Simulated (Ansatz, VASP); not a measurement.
**Ta in VASP and in Ansatz**

The input INCAR:

```
SYSTEM = Ta
  PREC = Accurate
  ENCUT = 520
  EDIFF = 1E-6
  ISMEAR = 0
  SIGMA = 0.15
  LREAL = .FALSE.
  LASPH = .TRUE.
  NELM = 60
  ALGO = Fast
  ISIF = 2
  LWAVE = .FALSE.
  LCHARG = .FALSE.
  GGA = PS
  NBANDS = 18
```

KPOINTS

```
Automatic mesh
0
G
  18 18 10
  0 0 0
```

File POSCAR:

```
Ta
1.0
    2.9003720726      0.0000000000      0.0000000000
   -1.4501860363      2.5117958953      0.0000000000
    0.0000000000      0.0000000000      4.9596230400
Ta
2
Direct
    0.6666666667      0.3333333333      0.7500000000
    0.3333333333      0.6666666667      0.2500000000
```

Input for Ansatz:

```yaml
crystal:
  lattice:
    - [2.9003720726, 0.0, 0.0]
    - [-1.4501860363, 2.5117958953, 0.0]
    - [0.0, 0.0, 4.95962304]
  atoms:
    - { symbol: Ta, position: [0.6666666667, 0.3333333333, 0.75] }
    - { symbol: Ta, position: [0.3333333333, 0.6666666667, 0.25] }
basis:
  ecutwfc: 420
kpoints:
  mp_grid: { grid: [18, 18, 10] }
hamiltonian:
  xc: pbesol
scf:
  occupations: { method: gaussian, width: 0.15 }
output:
  forces: true
  stress: true
  eigenvalues: true
```

Change from the starting cell: strain -0.0400 x Voigt [0, 0, 1, 0, 0, 0], atoms carried along.

Alike in both runs: task single point; functional PBEsol; k mesh 18 × 18 × 10; occupations gaussian, width 0.15 eV; no spin polarisation.

|  | VASP | Ansatz |
| --- | --- | --- |
| version | VASP 6.6.1 | Ansatz 0.2.0 |
| potentials or method | VASP PAW PBE potentials, release 64 (Ta_pv), cutoff 520 eV | scalar-relativistic, plane waves, PAW |
| valence electrons in the cell | 22 | 26 |

```csv
,VASP,Ansatz,Ansatz less VASP
gap on the k mesh at the Fermi level (eV),none,none,-
pressure (GPa),0.5,0.3,-0.16
"traceless stress, the component that is largest in VASP (GPa)",4.66,4.67,+0.003
```

VASP's potentials were made for PBE, not for PBEsol. A gap of «none» marks a metal or a gap that the smearing closes. VASP's potentials hold 22 valence electrons a cell and Ansatz's 26, so a difference there can come from the potentials and not from the codes.

Neither program's run includes spin-orbit coupling.
